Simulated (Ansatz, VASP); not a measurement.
W: VASP beside Ansatz

```
W
1.0
     2.31945    0.00000    0.00000
     0.00000    2.31945    0.00000
     0.00000    0.00000    2.31945
W
1
Direct
  0.00000 0.00000 0.00000
```

Change from the starting cell: volume scaled by 0.68, PAW files.

Alike in both runs: task single point; functional PBE; k mesh 16 × 16 × 16; occupations fermi-dirac, width 0.1 eV; no spin polarisation.

```csv
,VASP,Ansatz
version,VASP 6.6.1,Ansatz 0.2.0
potentials or method,"VASP PAW PBE potentials, release 64 (W_sv)","PAW with Ansatz's default frozen-core files, scalar-relativistic"
plane-wave cutoff (eV),520,420
valence electrons in the cell,14,14
```

VASP gave:

```
pressure (GPa) : 189.7
```

Q: Estimate Ansatz's values.

A: Pressure (GPa): 182.8.

Both programs put the cell under a high pressure, so it lies far from rest at this level.

Neither program's run includes spin-orbit coupling. Noted on VASP's run: the cell as given lies far from equilibrium.
